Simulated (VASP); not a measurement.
Here is a VASP 6.6.1 calculation.

Contents of INCAR:

```
PREC = Accurate ; ENCUT = 520
EDIFF = 1E-7 ; ISMEAR = 0
SIGMA = 0.15 ; LREAL = False
LASPH = True ; NELM = 150
ALGO = Normal ; ISIF = 2
LWAVE = False ; LCHARG = False
ISPIN = 2 ; MAGMOM = 0.2
LORBIT = 11 ; NUPDOWN = 0.2
LMAXMIX = 4 ; GGA = PS
NBANDS = 15
```

KPOINTS

```
regular mesh
0
Gamma
  22 22 22
```

Contents of POSCAR:

```
Pt
1.0
    0.0000000000      1.9589709028      1.9589709028
    1.9589709028      0.0000000000      1.9589709028
    1.9589709028      1.9589709028      0.0000000000
Pt
1
Direct
    0.0000000000      0.0000000000      0.0000000000
```

Potentials or basis: VASP PAW PBE potentials, release 64 (Pt).

Command:

```console
$ cat potpaw_PBE.64/Pt/POTCAR > POTCAR
$ mpirun -np 1 vasp_std > vasp.out
```

Problem. Estimate the pressure.

Solution. -0.1 GPa.

Caveat: the PAW data sets were made with another functional, which shifts forces and pressure a little; the total moment is fixed, so each spin has its own Fermi level.
